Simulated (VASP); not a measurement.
Input of a VASP 6.6.1 run:

The input INCAR:

```
SYSTEM = Rh
ALGO     = Normal         ! electronic algorithm
EDIFF    = 1E-6           ! SCF threshold, eV
ENCUT    = 500            ! plane-wave cutoff, eV
GGA      = PS             ! functional
GGA_COMPAT= .False.      
ISIF     = 2              ! what is computed and relaxed
ISMEAR   = -1             ! smearing method
LASPH    = .True.         ! aspherical terms in the spheres
LCHARG   = .False.        ! write CHGCAR
LREAL    = .False.        ! projectors in reciprocal space
LWAVE    = .False.        ! write WAVECAR
NBANDS   = 14             ! bands
NELM     = 120            ! most SCF steps
PREC     = Accurate       ! precision mode
SIGMA    = 0.05           ! smearing width, eV
```

File KPOINTS:

```
k-points
0
Gamma
  17 17 17
  0 0 0
```

POSCAR

```
Rh
1.0
    0.0000000000      1.7545198724      1.7545198724
    1.7545198724      0.0000000000      1.7545198724
    1.7545198724      1.7545198724      0.0000000000
Rh
1
Direct
    0.0000000000      0.0000000000      0.0000000000
```

Potentials or basis: VASP PAW PBE potentials, release 64 (Rh_pv).

Launch:

```sh
$ cat potpaw_PBE.64/Rh_pv/POTCAR > POTCAR
$ mpirun -np 1 vasp_std > vasp.out
```

**Question.** What does it give for the pressure?

**Answer.** 115.5 GPa.

Caveat: the PAW data sets were made with another functional, which shifts forces and pressure a little.
